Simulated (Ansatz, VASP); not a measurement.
# Hg3P2 in VASP and in Ansatz

```
Hg P
1.0
     8.21635    0.00000    0.00000
    -4.10817    7.11557    0.00000
     0.00000    0.00000    5.82328
Hg P
3 2
Direct
  0.50000 0.00000 0.00000
  0.00000 0.50000 0.00000
  0.50000 0.50000 0.00000
  0.33333 0.66667 0.00000
  0.66667 0.33333 0.00000
```

Alike in both runs: functional PBE; k mesh 6 × 6 × 6; occupations gaussian, width 0.1 eV; no spin polarisation.

Ansatz relaxed the structure, and its values are those at the end. VASP's run is a single point on that final structure, the one shown.

```csv
,VASP,Ansatz
version,VASP 6.6.1,Ansatz 0.2.0
potentials or method,"VASP PAW PBE potentials, release 64 (Hg, P), cutoff 520 eV","scalar-relativistic, plane waves, PAW"
valence electrons in the cell,46,70
```

Ansatz gave:

```
gap on the k mesh at the Fermi level (eV) : none
pressure (GPa)                            : 0.0
```

Estimate VASP's values.

gap on the k mesh at the Fermi level (eV): none; pressure (GPa): 0.1.

A gap of «none» marks a metal or a gap that the smearing closes. VASP's potentials hold 46 valence electrons a cell and Ansatz's 70, so a difference there can come from the potentials and not from the codes.

Spin-orbit coupling is off throughout.
